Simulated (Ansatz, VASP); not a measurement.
# One calculation of BaLiF3, two programs

```
Ba Li F
1.0
     3.86892    0.00000    0.00000
     0.00000    3.86892    0.00000
     0.00000    0.00000    4.04841
Ba Li F
1 1 3
Direct
  0.00000 0.00000 0.00000
  0.50000 0.50000 0.50000
  0.00000 0.50000 0.50000
  0.50000 0.50000 0.00000
  0.50000 0.00000 0.50000
```

Change from the starting cell: strain -0.030 along x and y, +0.015 along z, atoms carried along.

Alike in both runs: task single point; functional LDA; k mesh 6 × 6 × 6; occupations gaussian, width 0.05 eV; no spin polarisation.

```csv
,VASP,Ansatz
version,VASP 6.6.1,Ansatz 0.2.0
potentials or method,"VASP PAW LDA potentials, release 64 (Ba_sv, Li_sv, F), cutoff 520 eV","scalar-relativistic, plane waves, PAW"
valence electrons in the cell,34,34
```

Ansatz gave:

| Quantity | Value |
| --- | --- |
| gap on the k mesh at the Fermi level (eV) | 6.37 |
| least direct gap on the mesh (eV) | 6.38 |

Q: Which values does VASP return?

A: gap on the k mesh at the Fermi level (eV): 6.26; least direct gap on the mesh (eV): 6.27.

LDA's correlation is that of Perdew and Zunger in VASP and of Perdew and Wang (1992) in Ansatz.

Neither program's run includes spin-orbit coupling. Noted on VASP's run: the cutoff is short for stress, so the pressure is rough.
